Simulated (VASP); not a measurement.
# Bi in VASP: further runs

Aim: see how the results for Bi move with the level of theory and the settings. Levels: LDA, PBE0, r2SCAN. Tasks: single point.

Program: VASP 6.6.1. These are calculated values, not measurements. Logs are shortened: lines on timing, memory, paths and dates and some standing lists are left out, and cuts for length are marked.

## Step 1: The cell of the first run

The typed cell holds 2 atoms: a = 3.238 Å, b = 3.222 Å, c = 6.444 Å, α = 90.00°, β = 90.72°, γ = 90.00°.

## Step 2: Single point, LDA

The input, INCAR:

```
SYSTEM = Bi
ALGO = Normal
EDIFF = 1E-7
ENCUT = 520
ISIF = 2
ISMEAR = 1
LASPH = .True.
LCHARG = .False.
LREAL = .False.
LWAVE = .False.
NBANDS = 22
NELM = 80
PREC = Accurate
SIGMA = 0.05
```

The input, KPOINTS:

```
k-points
0
Gamma
  6 6 3
  0 0 0
```

The input, POSCAR:

```
Bi
1.0
    3.2383762460      0.0000000000      0.0000000000
    0.0000000000      3.2216433200      0.0000000000
   -0.0804548793      0.0000000000      6.4438887882
Bi
2
Direct
    0.5553360000      0.0007030000      0.7502840000
    0.4583770000      0.0127120000      0.2414060000
```

Potentials or basis: VASP PAW LDA potentials, release 64 (Bi_d).

Command:

```bash
$ cat potpaw_LDA.64/Bi_d/POTCAR > POTCAR
$ mpirun -np 1 vasp_std > vasp.out
```

OUTCAR:

```text
SYSTEM = Bi
   EDIFF = 1E-7
   ENCUT = 520
   ISIF = 2
   ISMEAR = 1
   LASPH = .True.
   LREAL = .False.
   NELM = 80
   PREC = Accurate

 ion  position               nearest neighbor table
   1  0.555  0.001  0.750-   2 3.18   2 3.29
   2  0.458  0.013  0.241-   1 3.18   1 3.29

  LATTYP: Found a simple monoclinic cell.
 ALAT       =     3.2383762460
 B/A-ratio  =     0.9948329271
 C/A-ratio  =     1.9900068852
 COS(beta)  =    -0.0124844813

  Lattice vectors:

 A1 = (   3.2383762460,   0.0000000000,   0.0000000000)
 A2 = (   0.0000000000,   3.2216433200,   0.0000000000)
 A3 = (  -0.0804548793,   0.0000000000,   6.4438887882)

Analysis of symmetry for initial positions (statically):
=====================================================================
 Subroutine PRICEL returns:
 Original cell was already a primitive cell.

 Routine SETGRP: Setting up the symmetry group for a
 simple monoclinic supercell.

 Subroutine GETGRP returns: Found  2 space group operations
 (whereof  1 operations were pure point group operations)
 out of a pool of  4 trial point group operations.

The static configuration has the point symmetry C_1 .
 The point group associated with its full space group is S_2 .

Analysis of symmetry for dynamics (positions and initial velocities):
=====================================================================
 Subroutine PRICEL returns:
 Original cell was already a primitive cell.

 Routine SETGRP: Setting up the symmetry group for a
 simple monoclinic supercell.

 Subroutine GETGRP returns: Found  2 space group operations
 (whereof  1 operations were pure point group operations)
 out of a pool of  4 trial point group operations.

The dynamic configuration has the point symmetry C_1 .
 The point group associated with its full space group is S_2 .

 Subroutine INISYM returns: Found  2 space group operations
 (whereof  1 operations are pure point group operations),
 and found     1 'primitive' translations

----------------------------------------------------------------------------------------

                                     Primitive cell

  volume of cell :      67.2284

  direct lattice vectors                    reciprocal lattice vectors
     3.238376246  0.000000000  0.000000000     0.308796731  0.000000000  0.003855467
     0.000000000  3.221643320  0.000000000     0.000000000  0.310400594  0.000000000
    -0.080454879  0.000000000  6.443888788     0.000000000  0.000000000  0.155185794

  length of vectors
[... 81 lines left out ...]
   NELM   =     80;   NELMIN=  2; NELMDL= -5     # of ELM steps
   EDIFF  = 0.1E-06   stopping-criterion for ELM
   LREAL  =      F    real-space projection
   EDIFFG = 0.1E-05   stopping-criterion for IOM
   NSW    =      0    number of steps for IOM
   IBRION =     -1    ionic relax: 0-MD 1-quasi-New 2-CG
   NFREE  =      0    steps in history (QN), initial steepest desc. (CG)
   ISIF   =      2    stress and relaxation
   ISYM   =      2    0-nonsym 1-usesym 2-fastsym
   POTIM  = 0.5000    time-step for ionic-motion
   TEBEG  =    0.0;   TEEND  =   0.0 temperature during run
   PSTRESS=    0.0 pullay stress
   NELECT =      30.0000    total number of electrons
   NUPDOWN=      -1.0000    fix difference up-down
   EMIN   =  10.00;   EMAX   =-10.00  energy-range for DOS
   EFERMI =   0.00;   METHOD = LEGACY
   ISMEAR =     1;   SIGMA  =   0.05  broadening in eV -4-tet -1-fermi 0-gaus
   EFERMI_NEDOS =   21; number of points for ismear=-14 and -15
   IALGO  =     38    algorithm
   IMIX   =      4    mixing-type and parameters
     AMIX     =   0.40;   BMIX     =  1.00
     AMIX_MAG =   1.60;   BMIX_MAG =  1.00
  volume/ion in A,a.u.               =      33.61       226.84
  Fermi-wavevector in a.u.,A,eV,Ry     =   1.251020  2.364085 21.293818  1.565051
  Thomas-Fermi vector in A             =   2.384987
   LORBIT       =      0    0 simple, 1 ext, 2 COOP (PROOUT), +10 PAW based schemes
   GGA     = CA    functional components
   LHFCALC =     F    Hartree Fock is set to
   AEXX    =    0.0000 exact exchange contribution
   IVDW    =     0    specifies the selected vdW correction
   LEPSILON=     F    determine dielectric tensor
   LRPA    =     F    only Hartree local field effects (RPA)
 non-spin polarized calculation
 Methfessel and Paxton  Order N= 1 SIGMA  =   0.05
  energy-cutoff  :      520.00
  volume of cell :       67.23
 maximum number of plane-waves:      1833
   NGX = 13   NGY = 11   NGZ = 23

 number of electron      30.0000010 magnetization

 Free energy of the ion-electron system (eV)
  ---------------------------------------------------
  ext. energy  EPLUGINS =         0.00000000
  ---------------------------------------------------
  free energy    TOTEN  =        -9.16665331 eV

  energy without entropy =       -9.16693790  energy(sigma->0) =       -9.16674817

 E-fermi :   6.7455     XC(G=0): -10.0330

 val. band max:        6.7044344896   @ k =   0.0000   0.1667   0.0000
 cond. band min:       6.8141519291   @ k =   0.1667   0.0000   0.3333
 fundamental gap:      0.1097174395
 Fermi energy:         6.7454738322

 k-point     1 :       0.0000    0.0000    0.0000
  band No.  band energies     occupation
      1     -16.3007      2.00000
      2     -16.2862      2.00000
      3     -16.2852      2.00000
      4     -16.0367      2.00000
      5     -16.0353      2.00000
      6     -16.0118      2.00000
[... 589 lines left out ...]
     21      17.0786      0.00000
     22      17.1792      0.00000

 [... further k-points ...]

------------------------ aborting loop because EDIFF is reached ----------------------------------------

  FORCE on cell =-STRESS in cart. coord.  units (eV):
  Direction    XX          YY          ZZ          XY          YZ          ZX
  --------------------------------------------------------------------------------------
  -------------------------------------------------------------------------------------
  Total       -0.7733675     -0.3875308     -0.5185899      0.0058403     -0.0006996      0.0924502
  in kB      -18.4307787     -9.2355762    -12.3589565      0.1391853     -0.0166737      2.2032590
  external PRESSURE =     -13.3417705 kB  Pullay stress =       0.0000000 kB

 VOLUME and BASIS-vectors are now :
 -----------------------------------------------------------------------------
  energy-cutoff  :      520.00
  volume of cell :       67.23
      direct lattice vectors                 reciprocal lattice vectors
     3.238376246  0.000000000  0.000000000     0.308796731  0.000000000  0.003855467
     0.000000000  3.221643320  0.000000000     0.000000000  0.310400594  0.000000000
    -0.080454879  0.000000000  6.443888788     0.000000000  0.000000000  0.155185794

 POSITION                                       TOTAL-FORCE (eV/Angst)
 -----------------------------------------------------------------------------------
      1.73802      0.00226      4.83475        -0.096313      0.011806     -0.172677
      1.46497      0.04095      1.55559         0.096313     -0.011806      0.172677
 -----------------------------------------------------------------------------------
    total drift:                               -0.000062     -0.000031      0.000031

  FREE ENERGIE OF THE ION-ELECTRON SYSTEM (eV)
  ---------------------------------------------------
  free  energy   TOTEN  =        -9.1666533123 eV

  energy  without entropy=       -9.1669378975  energy(sigma->0) =       -9.16674817
```

OSZICAR:

```text
N       E                     dE             d eps       ncg     rms          rms(c)
DAV:   1     0.306607752859E+03    0.30661E+03   -0.16228E+04  2464   0.167E+03
DAV:   2     0.166916891757E+02   -0.28992E+03   -0.28226E+03  2506   0.441E+02
DAV:   3    -0.830121029434E+01   -0.24993E+02   -0.24748E+02  2986   0.142E+02
DAV:   4    -0.914636664017E+01   -0.84516E+00   -0.84485E+00  3014   0.287E+01
DAV:   5    -0.918010158323E+01   -0.33735E-01   -0.33734E-01  3432   0.516E+00    0.902E-01
DAV:   6    -0.917061331432E+01    0.94883E-02   -0.18100E-02  3300   0.148E+00    0.523E-01
DAV:   7    -0.916678213903E+01    0.38312E-02   -0.83649E-03  3268   0.110E+00    0.107E-01
DAV:   8    -0.916665020987E+01    0.13193E-03   -0.92027E-04  3178   0.380E-01    0.112E-02
DAV:   9    -0.916665303718E+01   -0.28273E-05   -0.29622E-05  3314   0.441E-02    0.616E-03
DAV:  10    -0.916665333691E+01   -0.29973E-06   -0.29371E-06  3018   0.187E-02    0.961E-04
DAV:  11    -0.916665331228E+01    0.24633E-07   -0.30848E-07  2498   0.661E-03
   1 F= -.91666533E+01 E0= -.91667482E+01  d E =0.284585E-03
```

It took 43 s on 1 thread of Intel Xeon Platinum 8259CL at 2.50GHz (Skylake/Cascade Lake), shared host; peak memory 0.18 GiB.

Results:

| Quantity | Value |
| --- | --- |
| Free energy | -9.1667 eV |
| Pressure | -1.3 GPa |
| Largest force | 0.198 eV/Å |
| Band gap on the k mesh | zero (band 15 reaches 10.14 eV, above the bottom of band 16 at 4.63 eV) |

Forces on the atoms (eV/Å):
```
Bi  -0.096  0.012 -0.173
Bi   0.096 -0.012  0.173
```

Stress tensor (GPa, compression positive):
```
-1.84  0.01  0.22
 0.01 -0.92  0.00
 0.22  0.00 -1.24
```

Caveat: spin-orbit coupling is left out, which moves the levels of the heavy elements.

## Step 3: Single point, PBE0

This run uses another cell than the first one, of 35.63 Å³/atom, 1.060 times its volume.

The input, POSCAR:

```
Bi
1.0
    3.3018899442      0.0000000000      0.0000000000
    0.0000000000      3.2848288383      0.0000000000
   -0.0820328266      0.0000000000      6.5702716347
Bi
2
Direct
    0.5442472500      0.0000000000      0.7495778900
    0.4557527500      0.0000000000      0.2504221100
```

The input, INCAR.step1:

```
SYSTEM = Bi
PREC = Accurate
ENCUT = 520
EDIFF = 1E-5
ISMEAR = -1
SIGMA = 0.05
LREAL = .FALSE.
LASPH = .TRUE.
NELM = 100
ALGO = Normal
ISIF = 2
LWAVE = .TRUE.
LCHARG = .FALSE.
GGA = PE
NBANDS = 22
```

The input, INCAR.step2:

```
SYSTEM = Bi
PREC = Accurate
ENCUT = 520
EDIFF = 1E-6
ISMEAR = -1
SIGMA = 0.05
LREAL = .FALSE.
LASPH = .TRUE.
NELM = 100
ALGO = Normal
ISIF = 2
LWAVE = .FALSE.
LCHARG = .FALSE.
GGA = PE
LHFCALC = .TRUE.
AEXX = 0.25
PRECFOCK = Normal
ISTART = 1
NBANDS = 22
```

The input, KPOINTS:

```
regular mesh
0
G
  4 4 2
  0 0 0
```

Potentials or basis: VASP PAW PBE potentials, release 64 (Bi_d).

Command:

```bash
$ cat potpaw_PBE.64/Bi_d/POTCAR > POTCAR
$ cp INCAR.step1 INCAR
$ mpirun -np 1 vasp_std > vasp.out
$ cp INCAR.step2 INCAR
$ mpirun -np 1 vasp_std > vasp.out
```

Run time: 14 min. Hardware: 1 thread of Intel Xeon 6975P-C (Granite Rapids), shared host; peak memory 0.2 GiB.

It converged, with:

| Quantity | Value |
| --- | --- |
| Free energy | -9.2594 eV |
| Pressure | -1.7 GPa |
| Largest force | 0.286 eV/Å |
| Band gap on the k mesh | zero (band 15 reaches 10.51 eV, above the bottom of band 16 at 3.10 eV) |

Forces on the atoms (eV/Å):
```
Bi   0.271  0.000 -0.090
Bi  -0.271  0.000  0.090
```

Stress tensor (GPa, compression positive):
```
-2.16  0.00 -0.08
 0.00  0.59  0.00
-0.08  0.00 -3.65
```

Levels at points of the mesh, in eV from the Fermi level:
| k point | band 11 | band 12 | band 13 | band 14 | band 15 | band 16 | band 17 | band 18 | band 19 | band 20 |
| --- | --- | --- | --- | --- | --- | --- | --- | --- | --- | --- |
| (0.00, 0.00, 0.00) | -14.74 | -12.70 | -5.93 | 3.73 | 3.76 | 3.76 | 5.40 | 5.81 | 6.92 | 8.55 |
| (0.50, 0.00, 0.00) | -12.72 | -10.71 | -5.89 | -3.85 | -3.68 | 2.98 | 5.80 | 6.11 | 7.75 | 10.62 |
| (0.00, 0.50, 0.00) | -12.70 | -10.62 | -5.95 | -3.76 | -3.76 | 3.34 | 5.76 | 5.80 | 7.44 | 10.61 |
| (0.50, 0.50, 0.00) | -10.64 | -8.61 | -3.78 | -3.72 | -1.93 | -1.92 | -1.76 | 3.38 | 5.60 | 6.00 |
| (0.00, 0.00, 0.50) | -13.95 | -13.92 | -2.48 | -2.40 | 4.44 | 4.52 | 4.60 | 4.62 | 8.15 | 8.22 |
| (0.50, 0.00, 0.50) | -11.96 | -11.92 | -5.11 | -5.09 | 0.46 | 0.59 | 6.07 | 6.13 | 6.62 | 6.66 |
| (0.00, 0.50, 0.50) | -11.92 | -11.89 | -5.08 | -5.06 | 0.46 | 0.54 | 6.16 | 6.17 | 6.48 | 6.57 |
| (0.50, 0.50, 0.50) | -9.88 | -9.84 | -3.01 | -3.00 | -2.99 | -2.97 | 2.52 | 2.66 | 4.11 | 4.13 |

Caveat: the k points lie up to 0.48 Å⁻¹ apart; the PAW data sets were made with another functional, which shifts forces and pressure a little; spin-orbit coupling is left out, which moves the levels of the heavy elements.

## Step 4: Single point, r2SCAN

The input, POSCAR:

```
Bi
1.0
    3.1722683854      0.0000000000      0.0000000000
    0.0000000000      3.1558770435      0.0000000000
   -0.0788124821      0.0000000000      6.3123439430
Bi
2
Direct
    0.5442472500      0.0000000000      0.7495778900
    0.4557527500      0.0000000000      0.2504221100
```

The input, INCAR.step1:

```
SYSTEM = Bi
PREC     = Accurate       ! precision mode
ENCUT    = 550            ! plane-wave cutoff, eV
ISMEAR   = -1             ! smearing method
SIGMA    = 0.05           ! smearing width, eV
LREAL    = .FALSE.        ! projectors in reciprocal space
LASPH    = .TRUE.         ! aspherical terms in the spheres
NELM     = 120            ! most SCF steps
NBANDS   = 22             ! bands
GGA      = PE             ! functional
ALGO     = Normal         ! electronic algorithm
EDIFF    = 1E-5           ! SCF threshold, eV
LWAVE    = .TRUE.         ! write WAVECAR
LCHARG   = .FALSE.        ! write CHGCAR
GGA_COMPAT= .FALSE.
```

The input, INCAR.step2:

```
SYSTEM = Bi
PREC     = Accurate       ! precision mode
ENCUT    = 550            ! plane-wave cutoff, eV
EDIFF    = 1E-6           ! SCF threshold, eV
ISMEAR   = -1             ! smearing method
SIGMA    = 0.05           ! smearing width, eV
LREAL    = .FALSE.        ! projectors in reciprocal space
LASPH    = .TRUE.         ! aspherical terms in the spheres
NELM     = 120            ! most SCF steps
ALGO     = Normal         ! electronic algorithm
ISIF     = 2              ! what is computed and relaxed
LWAVE    = .FALSE.        ! write WAVECAR
LCHARG   = .FALSE.        ! write CHGCAR
METAGGA  = R2SCAN         ! meta-GGA
LMIXTAU  = .TRUE.       
NBANDS   = 22             ! bands
ISTART   = 1            
GGA_COMPAT= .FALSE.
```

The input, KPOINTS:

```
regular mesh
0
G
  8 8 4
  0 0 0
```

Command:

```bash
$ cat potpaw_PBE.64/Bi_d/POTCAR > POTCAR
$ cp INCAR.step1 INCAR
$ mpirun -np 1 vasp_std > vasp.out
$ cp INCAR.step2 INCAR
$ mpirun -np 1 vasp_std > vasp.out
```

It took 96 s on 1 thread of Intel Xeon 6975P-C (Granite Rapids), shared host; peak memory 0.23 GiB.

The run converged. Its results:

* Free energy: -116.7590 eV
* Pressure: 5.1 GPa
* Largest force: 0.019 eV/Å
* Band gap on the k mesh: zero (band 15 reaches 11.83 eV, above the bottom of band 16 at 4.70 eV)

Forces in eV/Å, atoms in the order of the input:
```
Bi   0.010  0.000 -0.016
Bi  -0.010  0.000  0.016
```

Stress tensor (GPa, compression positive):
```
 4.94  0.00 -0.20
 0.00  5.82  0.00
-0.20  0.00  4.62
```

Levels at points of the mesh, in eV from the Fermi level:
```
           k point  band 11  band 12  band 13  band 14  band 15  band 16  band 17  band 18  band 19  band 20
(0.00, 0.00, 0.00)   -14.29   -11.96    -5.72     3.53     3.58     3.60     5.40     5.87     7.65     8.56
(0.50, 0.00, 0.00)   -11.98    -9.71    -5.67    -3.71    -3.57     2.58     5.85     6.13     8.22    10.66
(0.00, 0.50, 0.00)   -11.94    -9.59    -5.73    -3.65    -3.62     2.93     5.81     5.86     7.87    10.58
(0.50, 0.50, 0.00)    -9.61    -7.23    -3.66    -3.57    -1.74    -1.70    -1.55     2.97     5.40     5.70
(0.00, 0.00, 0.50)   -13.42   -13.39    -2.03    -1.98     4.32     4.43     4.54     4.56     8.61     8.69
(0.50, 0.00, 0.50)   -11.15   -11.10    -4.92    -4.89     0.20     0.31     5.80     5.86     6.84     6.88
(0.00, 0.50, 0.50)   -11.08   -11.05    -4.88    -4.86     0.24     0.29     5.85     5.85     6.67     6.78
(0.50, 0.50, 0.50)    -8.76    -8.71    -2.86    -2.83    -2.82    -2.80     2.48     2.60     3.70     3.73
```

Caveat: the PAW data sets were made with another functional, which shifts forces and pressure a little; spin-orbit coupling is left out, which moves the levels of the heavy elements.

## Step 5: Single point, r2SCAN

This run uses another cell than the first one, of 31.60 Å³/atom, 0.940 times its volume.

POSCAR is that of step 4.

The input, INCAR.step1:

```
ALGO = Normal ; EDIFF = 1E-4
ENCUT = 520 ; GGA = PE
ISMEAR = -1 ; LASPH = T
LCHARG = F ; LREAL = F
LWAVE = T ; NBANDS = 22
NELM = 80 ; PREC = Accurate
SIGMA = 0.05
```

The input, INCAR.step2:

```
ALGO = Normal ; EDIFF = 1E-6
ENCUT = 520 ; ISIF = 2
ISMEAR = -1 ; ISTART = 1
LASPH = T ; LCHARG = F
LMIXTAU = T ; LREAL = F
LWAVE = F ; METAGGA = R2SCAN
NBANDS = 22 ; NELM = 80
PREC = Accurate ; SIGMA = 0.05
```

The input, KPOINTS:

```
k-points
0
Gamma
  8 8 4
```

Command:

```bash
$ cat potpaw_PBE.64/Bi_d/POTCAR > POTCAR
$ cp INCAR.step1 INCAR
$ mpirun -np 1 vasp_std > vasp.out
$ cp INCAR.step2 INCAR
$ mpirun -np 1 vasp_std > vasp.out
```

Run time: 1.8 min. Hardware: 1 thread of Intel Xeon 6975P-C (Granite Rapids), shared host; peak memory 0.24 GiB.

It converged, with:

```yaml
Free_energy: -116.7592 eV
Pressure: 5.1 GPa
Largest_force: 0.019 eV/Å
Band_gap_on_the_k_mesh: zero (band 15 reaches 11.83 eV, above the bottom of band 16 at 4.70 eV)
```

Forces on the atoms (eV/Å):
```
Bi   0.010  0.000 -0.016
Bi  -0.010  0.000  0.016
```

Stress tensor (GPa, compression positive):
```
 4.93  0.00 -0.20
 0.00  5.81  0.00
-0.20  0.00  4.61
```

Levels at points of the mesh, in eV from the Fermi level:
```
           k point  band 13  band 14  band 15  band 16  band 17  band 18
(0.00, 0.00, 0.00)    -5.72     3.53     3.58     3.60     5.40     5.87
(0.50, 0.00, 0.00)    -5.67    -3.71    -3.57     2.58     5.85     6.13
(0.00, 0.50, 0.00)    -5.73    -3.65    -3.62     2.93     5.81     5.86
(0.50, 0.50, 0.00)    -3.66    -3.57    -1.74    -1.70    -1.55     2.97
(0.00, 0.00, 0.50)    -2.03    -1.98     4.32     4.43     4.54     4.56
(0.50, 0.00, 0.50)    -4.92    -4.89     0.20     0.31     5.80     5.86
(0.00, 0.50, 0.50)    -4.88    -4.86     0.24     0.29     5.85     5.85
(0.50, 0.50, 0.50)    -2.86    -2.83    -2.82    -2.80     2.48     2.60
```

Caveat: the PAW data sets were made with another functional, which shifts forces and pressure a little; spin-orbit coupling is left out, which moves the levels of the heavy elements.

## Step 6: The runs side by side

```csv
level,potentials or basis,cell,k mesh,cutoff (eV),smearing,grid for exact exchange (PRECFOCK),gap on the mesh (eV),pressure (GPa),largest force (eV/Å)
LDA,"VASP PAW LDA potentials, release 64 (Bi_d)","a = 3.238, b = 3.222, c = 6.444 Å, angles 90.0, 90.7, 90.0°, 2 atoms",6 × 6 × 3,520,methfessel-paxton 0.05 eV,-,none,-1.3,0.20
PBE0,"VASP PAW PBE potentials, release 64 (Bi_d)","a = 3.302, b = 3.285, c = 6.571 Å, angles 90.0, 90.7, 90.0°, 2 atoms",4 × 4 × 2,520,fermi-dirac 0.05 eV,Normal,none,-1.7,0.29
r2SCAN,"VASP PAW PBE potentials, release 64 (Bi_d)","a = 3.172, b = 3.156, c = 6.313 Å, angles 90.0, 90.7, 90.0°, 2 atoms",8 × 8 × 4,550,fermi-dirac 0.05 eV,-,none,5.1,0.02
r2SCAN,"VASP PAW PBE potentials, release 64 (Bi_d)","a = 3.172, b = 3.156, c = 6.313 Å, angles 90.0, 90.7, 90.0°, 2 atoms",8 × 8 × 4,520,fermi-dirac 0.05 eV,-,none,5.1,0.02
```

Alike in all rows: task single point; no spin polarisation.

Caveats: some runs use coarse meshes; spin-orbit coupling is left out, which moves the levels of the heavy elements; the PAW data sets were made with another functional, which shifts forces and pressure a little (some runs).

Total energies depend on the potentials used, so only differences within one code and one set of settings carry meaning.
